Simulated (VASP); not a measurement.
A run of VASP 6.6.1 is set up as follows.

INCAR

```
  PREC = Accurate
  ENCUT = 520
  EDIFF = 1E-7
  ISMEAR = -1
  SIGMA = 0.05
  LREAL = False
  LASPH = True
  NELM = 100
  ALGO = Normal
  ISIF = 2
  LWAVE = False
  LCHARG = False
  GGA = CA
  NBANDS = 16
```

The input KPOINTS:

```
Automatic mesh
0
Gamma
  12 12 12
```

POSCAR

```
CdSe
1.0
    0.0000000000      2.5822152510      2.5822152510
    2.5822152510      0.0000000000      2.5822152510
    2.5822152510      2.5822152510      0.0000000000
Cd Se
1 1
Direct
    0.0000000000      0.0000000000      0.0000000000
    0.5000000000      0.5000000000      0.5000000000
```

Potentials or basis: VASP PAW LDA potentials, release 64 (Cd, Se).

The run is started by

```sh
$ cat potpaw_LDA.64/Cd/POTCAR potpaw_LDA.64/Se/POTCAR > POTCAR
$ mpirun -np 1 vasp_std > vasp.out
```

(1) What does it give for the pressure?

(2) What does it give for the band gap on the k mesh?

## Answers

(1) 31.9 GPa.

(2) zero (band 9 reaches 5.78 eV, above the bottom of band 10 at 4.93 eV).
